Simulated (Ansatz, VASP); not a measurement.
**Li: VASP beside Ansatz**

```
Li
1.0
     1.51949    0.87728    7.58830
    -1.51949    0.87728    7.58830
     0.00000   -1.75455    7.58830
Li
3
Direct
  0.00000 0.00000 0.00000
  0.22200 0.22200 0.22200
  0.77800 0.77800 0.77800
```

Change from the starting cell: equal xx and yy strain of -2 %.

Alike in both runs: task single point; functional PBEsol; k mesh 12 × 12 × 12; occupations fermi-dirac, width 0.05 eV; no spin polarisation.

|  | VASP | Ansatz |
| --- | --- | --- |
| version | VASP 6.6.1 | Ansatz 0.2.0 |
| potentials or method | VASP PAW PBE potentials, release 64 (Li_sv), cutoff 520 eV | all-electron LAPW, scalar-relativistic |

```csv
,VASP,Ansatz,Ansatz less VASP
rms of the force components (eV/Å),0.005,0.005,-0.0001
```

VASP's potentials were made for PBE, not for PBEsol. Atom by atom the forces differ by 0.000 eV/Å (rms over components). Ansatz ran all-electron here, and VASP with PAW potentials.

Noted on VASP's run: the cutoff is under 1.25 times that of the potentials, so the pressure is a little rough.
